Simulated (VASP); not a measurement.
# Li in VASP: further runs

Li is run at these levels: PBE; tasks: single point.

Everything below comes from runs of VASP 6.6.1. Logs are shortened: lines on timing, memory, paths and dates and some standing lists are left out, and cuts for length are marked.

## 1. The cell of the first run

The typed cell holds 4 atoms: a = 3.093 Å, b = 3.093 Å, c = 9.806 Å, α = 90.14°, β = 90.14°, γ = 59.49°.

## 2. Single point, PBE

INCAR reads:

```
SYSTEM = Li
PREC = Accurate
ENCUT = 520
EDIFF = 1E-7
ISMEAR = 0
SIGMA = 0.1
LREAL = .False.
LASPH = .True.
NELM = 100
ALGO = Normal
ISIF = 2
LWAVE = .False.
LCHARG = .False.
GGA = PE
NBANDS = 14
```

KPOINTS reads:

```
Automatic mesh
0
Gamma
  6 6 2
  0 0 0
```

POSCAR reads:

```
Li
1.0
    2.6750277776     -1.5344468666      0.2348273262
    2.6750277776      1.5344468666      0.2348273262
   -0.8851984708      0.0000000000      9.7659232403
Li
4
Direct
    0.8352645647      0.8343510315      0.1250304778
    0.1656489685      0.1647354353      0.3749695222
    0.1647354353      0.1656489685      0.8749695222
    0.8343510315      0.8352645647      0.6250304778
```

Potentials or basis: VASP PAW PBE potentials, release 64 (Li_sv).

Launch:

```sh
> cat potpaw_PBE.64/Li_sv/POTCAR > POTCAR
> mpirun -np 1 vasp_std > vasp.out
```

OUTCAR:

```text
SYSTEM = Li
   PREC = Accurate
   ENCUT = 520
   EDIFF = 1E-7
   ISMEAR = 0
   LREAL = .False.
   LASPH = .True.
   NELM = 100
   ISIF = 2
   GGA = PE

 ion  position               nearest neighbor table
   1  0.835  0.834  0.125-
   2  0.166  0.165  0.375-
   3  0.165  0.166  0.875-
   4  0.834  0.835  0.625-

  LATTYP: Found a base centered monoclinic cell.
 ALAT       =     5.3706303109
 B/A-ratio  =     0.5714215196
 C/A-ratio  =     1.8258488281
 COS(beta)  =    -0.0028339890

  Lattice vectors:

 A1 = (   2.6750277776,  -1.5344468666,   0.2348273262)
 A2 = (   2.6750277776,   1.5344468666,   0.2348273262)
 A3 = (  -0.8851984708,   0.0000000000,   9.7659232403)

Analysis of symmetry for initial positions (statically):
=====================================================================
 Subroutine PRICEL returns:
 Original cell was already a primitive cell.

 Routine SETGRP: Setting up the symmetry group for a
 base centered monoclinic supercell.

 Subroutine GETGRP returns: Found  4 space group operations
 (whereof  2 operations were pure point group operations)
 out of a pool of  4 trial point group operations.

The static configuration has the point symmetry S_2 .
 The point group associated with its full space group is C_2h.

Analysis of symmetry for dynamics (positions and initial velocities):
=====================================================================
 Subroutine PRICEL returns:
 Original cell was already a primitive cell.

 Routine SETGRP: Setting up the symmetry group for a
 base centered monoclinic supercell.

 Subroutine GETGRP returns: Found  4 space group operations
 (whereof  2 operations were pure point group operations)
 out of a pool of  4 trial point group operations.

The dynamic configuration has the point symmetry S_2 .
 The point group associated with its full space group is C_2h.

 Subroutine INISYM returns: Found  4 space group operations
 (whereof  2 operations are pure point group operations),
 and found     1 'primitive' translations

----------------------------------------------------------------------------------------

                                     Primitive cell

  volume of cell :      80.8101

  direct lattice vectors                    reciprocal lattice vectors
     2.675027778 -1.534446867  0.234827326     0.185438419 -0.325850318  0.016808427
     2.675027778  1.534446867  0.234827326     0.185438419  0.325850318  0.016808427
    -0.885198471  0.000000000  9.765923240    -0.008917950  0.000000000  0.101588536

  length of vectors
     3.092805308  3.092805308  9.805959059     0.375297696  0.375297696  0.101979216

  position of ions in fractional coordinates (direct lattice)
     0.835264565  0.834351031  0.125030478
     0.165648969  0.164735435  0.374969522
     0.164735435  0.165648969  0.874969522
     0.834351031  0.835264565  0.625030478

  ion indices of the primitive-cell ions
   primitive index   ion index
                 1           1
                 2           2
                 3           3
                 4           4

----------------------------------------------------------------------------------------

 KPOINTS: Automatic mesh

Automatic generation of k-mesh.
 Grid dimensions read from file:
 generate k-points for:    6    6    2

 Generating k-lattice:

  Cartesian coordinates                     Fractional coordinates (reciprocal lattice)
     0.030906403 -0.054308386  0.002801404     0.166666667  0.000000000  0.000000000
     0.030906403  0.054308386  0.002801404     0.000000000  0.166666667  0.000000000
    -0.004458975  0.000000000  0.050794268    -0.000000000 -0.000000000  0.500000000

  Length of vectors
     0.062549616  0.062549616  0.050989608

  Shift w.r.t. Gamma in fractional coordinates (k-lattice)
     0.000000000  0.000000000  0.000000000

 Subroutine IBZKPT returns following result:
 ===========================================

 Found     26 irreducible k-points:

 Following reciprocal coordinates:
            Coordinates               Weight
  0.000000  0.000000  0.000000      1.000000
  0.166667  0.000000  0.000000      4.000000
  0.333333  0.000000  0.000000      4.000000
  0.500000  0.000000  0.000000      2.000000
  0.166667  0.166667  0.000000      2.000000
  0.333333  0.166667  0.000000      4.000000
[... 16 lines left out ...]
  0.333333  0.333333  0.500000      2.000000
  0.500000  0.333333  0.500000      4.000000
 [... further k-points ...]
   k-points           NKPTS =     26   k-points in BZ     NKDIM =     26   number of bands    NBANDS=     14
   number of dos      NEDOS =    301   number of ions     NIONS =      4
   total plane-waves  NPLWV =  46080
   dimension x,y,z NGX =    24 NGY =   24 NGZ =   80
   dimension x,y,z NGXF=    48 NGYF=   48 NGZF=  160
   ions per type =               4
   NGX,Y,Z   is equivalent  to a cutoff of  12.90, 12.90, 13.56 a.u.
   NGXF,Y,Z  is equivalent  to a cutoff of  25.80, 25.80, 27.13 a.u.
 SYSTEM =  Li
   PREC   = accura    normal or accurate (medium, high low for compatibility)
   ISTART =      0    job   : 0-new  1-cont  2-samecut
   ICHARG =      2    charge: 1-file 2-atom 10-const
   ISPIN  =      1    spin polarized calculation?
   LNONCOLLINEAR =      F non collinear calculations
   LSORBIT =      F    spin-orbit coupling
   LASPH  =      T    aspherical Exc in radial PAW
   ENCUT  =  520.0 eV  38.22 Ry    6.18 a.u.   5.75  5.75 18.23*2*pi/ulx,y,z
   NELM   =    100;   NELMIN=  2; NELMDL= -5     # of ELM steps
   EDIFF  = 0.1E-06   stopping-criterion for ELM
   LREAL  =      F    real-space projection
   EDIFFG = 0.1E-05   stopping-criterion for IOM
   NSW    =      0    number of steps for IOM
   IBRION =     -1    ionic relax: 0-MD 1-quasi-New 2-CG
   NFREE  =      0    steps in history (QN), initial steepest desc. (CG)
   ISIF   =      2    stress and relaxation
   ISYM   =      2    0-nonsym 1-usesym 2-fastsym
   POTIM  = 0.5000    time-step for ionic-motion
   TEBEG  =    0.0;   TEEND  =   0.0 temperature during run
   PSTRESS=    0.0 pullay stress
   NELECT =      12.0000    total number of electrons
   NUPDOWN=      -1.0000    fix difference up-down
   EMIN   =  10.00;   EMAX   =-10.00  energy-range for DOS
   EFERMI =   0.00;   METHOD = LEGACY
   ISMEAR =     0;   SIGMA  =   0.10  broadening in eV -4-tet -1-fermi 0-gaus
   EFERMI_NEDOS =   21; number of points for ismear=-14 and -15
   IALGO  =     38    algorithm
   IMIX   =      4    mixing-type and parameters
     AMIX     =   0.40;   BMIX     =  1.00
     AMIX_MAG =   1.60;   BMIX_MAG =  1.00
  volume/ion in A,a.u.               =      20.20       136.33
  Fermi-wavevector in a.u.,A,eV,Ry     =   0.866922  1.638245 10.225513  0.751554
  Thomas-Fermi vector in A             =   1.985381
   LORBIT       =      0    0 simple, 1 ext, 2 COOP (PROOUT), +10 PAW based schemes
   GGA     = PE    functional components
   LHFCALC =     F    Hartree Fock is set to
   AEXX    =    0.0000 exact exchange contribution
   IVDW    =     0    specifies the selected vdW correction
   LEPSILON=     F    determine dielectric tensor
   LRPA    =     F    only Hartree local field effects (RPA)
 non-spin polarized calculation
 Gauss-broadening in eV      SIGMA  =   0.10
  energy-cutoff  :      520.00
  volume of cell :       80.81
 maximum number of plane-waves:      2194
   NGX = 11   NGY = 11   NGZ = 37

 number of electron      11.9999985 magnetization

 Free energy of the ion-electron system (eV)
  ---------------------------------------------------
  ext. energy  EPLUGINS =         0.00000000
  ---------------------------------------------------
  free energy    TOTEN  =        -7.63322154 eV

  energy without entropy =       -7.62356758  energy(sigma->0) =       -7.62839456

 E-fermi :   0.4723     XC(G=0):  -7.0524

 val. band max:        0.4672698612   @ k =   0.5000   0.5000   0.0000
 cond. band min:       0.5028311886   @ k =   0.5000   0.0000   0.0000
 fundamental gap:      0.0355613274
 Fermi energy:         0.4723331546

 k-point     1 :       0.0000    0.0000    0.0000
  band No.  band energies     occupation
      1     -45.8898      2.00000
      2     -45.8797      2.00000
      3     -45.8797      2.00000
      4     -45.8697      2.00000
      5      -2.9306      2.00000
      6      -1.7731      2.00000
      7      -1.7725      2.00000
      8       0.7687      0.00003
      9       3.7833      0.00000
     10       9.0539      0.00000
     11       9.0573      0.00000
     12      12.6946      0.00000
     13      12.8900      0.00000
     14      13.6789      0.00000

 k-point     2 :       0.1667    0.0000    0.0000
  band No.  band energies     occupation
      1     -45.8858      2.00000
      2     -45.8770      2.00000
      3     -45.8770      2.00000
      4     -45.8681      2.00000
      5      -2.4937      2.00000
      6      -1.3280      2.00000
      7      -1.3239      2.00000
      8       1.3445      0.00000
      9       3.9154      0.00000
     10       9.0893      0.00000
     11       9.1012      0.00000
     12       9.7190      0.00000
     13      10.9074      0.00000
     14      11.2634      0.00000

 k-point     3 :       0.3333    0.0000    0.0000
  band No.  band energies     occupation
      1     -45.8773      2.00000
      2     -45.8715      2.00000
      3     -45.8714      2.00000
      4     -45.8657      2.00000
      5      -1.1868      2.00000
      6      -0.0342      2.00000
      7      -0.0258      2.00000
      8       3.0577      0.00000
      9       3.5671      0.00000
     10       6.3935      0.00000
     11       6.4113      0.00000
     12       6.7581      0.00000
     13       9.3126      0.00000
     14       9.9831      0.00000

 k-point     4 :       0.5000    0.0000    0.0000
  band No.  band energies     occupation
      1     -45.8720      2.00000
      2     -45.8688      2.00000
      3     -45.8687      2.00000
      4     -45.8654      2.00000
      5       0.5028      0.66624
      6       1.3055      0.00000
      7       1.3176      0.00000
      8       1.6538      0.00000
      9       4.1124      0.00000
     10       4.1260      0.00000
     11       5.3859      0.00000
     12       6.5902      0.00000
     13       7.0464      0.00000
     14       8.5977      0.00000

 k-point     5 :       0.1667    0.1667    0.0000
  band No.  band energies     occupation
      1     -45.8860      2.00000
      2     -45.8772      2.00000
      3     -45.8771      2.00000
      4     -45.8682      2.00000
      5      -2.5004      2.00000
      6      -1.3375      2.00000
      7      -1.3295      2.00000
      8       1.3357      0.00000
      9       3.9039      0.00000
     10       9.0585      0.00000
     11       9.0807      0.00000
[... 276 lines left out ...]
 k-point    22 :      -0.1667    0.1667    0.5000
  band No.  band energies     occupation
      1     -45.8775      2.00000
      2     -45.8775      2.00000
      3     -45.8680      2.00000
      4     -45.8680      2.00000
      5      -1.3171      2.00000
      6      -1.3171      2.00000
      7       1.0211      0.00000
      8       1.0211      0.00000
      9       6.0900      0.00000
     10       6.0900      0.00000
     11       7.4136      0.00000
     12       7.4136      0.00000
     13       8.5824      0.00000
     14       8.5824      0.00000

 k-point    23 :       0.3333    0.3333    0.5000
  band No.  band energies     occupation
      1     -45.8760      2.00000
      2     -45.8759      2.00000
      3     -45.8678      2.00000
      4     -45.8677      2.00000
      5      -0.9298      2.00000
      6      -0.9214      2.00000
      7       1.3507      0.00000
      8       1.3730      0.00000
      9       5.0209      0.00000
     10       5.0287      0.00000
     11       7.2765      0.00000
     12       7.3170      0.00000
     13       8.5877      0.00000
     14       8.6293      0.00000

 k-point    24 :       0.5000    0.3333    0.5000
  band No.  band energies     occupation
      1     -45.8714      2.00000
      2     -45.8713      2.00000
      3     -45.8668      2.00000
      4     -45.8667      2.00000
      5       0.3455      1.92724
      6       0.3558      1.90069
      7       2.2217      0.00000
      8       2.2439      0.00000
      9       4.2552      0.00000
     10       4.2749      0.00000
     11       5.9247      0.00000
     12       5.9525      0.00000
     13       6.9012      0.00000
     14       6.9273      0.00000

 [... further k-points ...]
[... 5 lines left out ...]
  --------------------------------------------------------------------------------------
  -------------------------------------------------------------------------------------
  Total        0.0182301      0.0374839     -0.0829672      0.0000000      0.0000000      0.0292661
  in kB        0.3614386      0.7431723     -1.6449451      0.0000000      0.0000000      0.5802434
  external PRESSURE =      -0.1801114 kB  Pullay stress =       0.0000000 kB

 VOLUME and BASIS-vectors are now :
 -----------------------------------------------------------------------------
  energy-cutoff  :      520.00
  volume of cell :       80.81
      direct lattice vectors                 reciprocal lattice vectors
     2.675027778 -1.534446867  0.234827326     0.185438419 -0.325850318  0.016808427
     2.675027778  1.534446867  0.234827326     0.185438419  0.325850318  0.016808427
    -0.885198471  0.000000000  9.765923240    -0.008917950  0.000000000  0.101588536

 POSITION                                       TOTAL-FORCE (eV/Angst)
 -----------------------------------------------------------------------------------
      4.35559     -0.00140      1.61311         0.000675      0.000253     -0.000832
      0.55187     -0.00140      3.73951        -0.000675      0.000253      0.000832
      0.10927      0.00140      8.62247        -0.000675     -0.000253      0.000832
      3.91299      0.00140      6.49607         0.000675     -0.000253     -0.000832
 -----------------------------------------------------------------------------------
    total drift:                                0.000000      0.000000      0.000000

  FREE ENERGIE OF THE ION-ELECTRON SYSTEM (eV)
  ---------------------------------------------------
  free  energy   TOTEN  =        -7.6332215418 eV

  energy  without entropy=       -7.6235675849  energy(sigma->0) =       -7.62839456
```

Wall time 16 s (1 thread of AMD EPYC 9R45 (Zen 5), shared host); peak memory 0.15 GiB.

What came out:

```
Free energy            : -7.6332 eV
Band gap on the k mesh : zero (band 6 reaches 2.72 eV, above the bottom of band 7 at -1.77 eV)
```

Caveat: the k points lie up to 0.39 Å⁻¹ apart; the cutoff is under 1.25 times the usual one of these potentials, so pressure, stress and relaxed cells hold a basis-set (Pulay) error.

## 3. Single point, PBE

This run uses another cell than the first one: it holds 6 atoms, not 4.

INCAR, as its differences from that of step 2:

```diff
@@ -3,3 +3,3 @@
 ENCUT = 520
-EDIFF = 1E-7
+EDIFF = 1E-6
 ISMEAR = 0
@@ -14,2 +14,2 @@
 GGA = PE
-NBANDS = 14
+NBANDS = 18
```

KPOINTS reads:

```
regular mesh
0
Gamma
  8 6 4
  0 0 0
```

POSCAR reads:

```
Li
1.0
    0.0016154042     -0.2350702943      3.1094772434
    4.9583203054      0.0014032206     -0.0016089958
   -0.0031035504      7.9257443815     -0.7329826391
Li
6
Direct
    0.8983193232      0.4997739306      0.5299375892
    0.1016255360      0.0001884950     -0.0299286794
    0.7670843942      0.9998919822      0.3033264226
    0.5665225366      0.5001485794      0.8633563454
    0.2328432751      0.5000013163      0.1966718378
    0.4336049349      0.9999956964      0.6366364845
```

Potentials or basis: VASP PAW PBE potentials, release 64 (Li_sv).

Launch:

```sh
> cat potpaw_PBE.64/Li_sv/POTCAR > POTCAR
> mpirun -np 1 vasp_std > vasp.out
```

Wall time 60 s (1 thread of Intel Xeon 6975P-C (Granite Rapids), shared host); peak memory 0.3 GiB.

It converged, with:

| Property | Result |
| --- | --- |
| Free energy | -11.4528 eV |
| Band gap on the k mesh | zero (band 9 reaches 1.64 eV, above the bottom of band 10 at -1.33 eV) |

Forces in eV/Å, atoms in the order of the input:
```
Li   0.001  0.001  0.002
Li  -0.001 -0.002 -0.001
Li   0.000 -0.001  0.002
Li   0.000  0.001  0.000
Li   0.000  0.001 -0.002
Li  -0.001 -0.001  0.000
```

Levels at points of the mesh, in eV from the Fermi level:
| k point | band 7 | band 8 | band 9 | band 10 | band 11 | band 12 |
| --- | --- | --- | --- | --- | --- | --- |
| (0.00, 0.00, 0.00) | -3.53 | -1.72 | -1.72 | 0.08 | 2.46 | 2.46 |
| (0.50, 0.00, 0.00) | -0.58 | -0.57 | -0.06 | 1.15 | 2.08 | 2.08 |
| (0.00, 0.50, 0.00) | -2.40 | -2.40 | -0.58 | -0.58 | -0.58 | -0.58 |
| (0.50, 0.50, 0.00) | 0.45 | 0.45 | 0.45 | 0.45 | 0.76 | 0.76 |
| (0.00, 0.00, 0.50) | -3.07 | -3.07 | 0.02 | 0.68 | 0.68 | 1.26 |
| (0.50, 0.00, 0.50) | -0.52 | -0.51 | -0.16 | 0.77 | 2.46 | 2.46 |
| (0.00, 0.50, 0.50) | -1.93 | -1.93 | -1.93 | -1.93 | 0.84 | 0.84 |
| (0.50, 0.50, 0.50) | 0.53 | 0.53 | 0.55 | 0.55 | 0.55 | 0.55 |

Caveat: the cutoff is under 1.25 times the usual one of these potentials, so pressure, stress and relaxed cells hold a basis-set (Pulay) error.
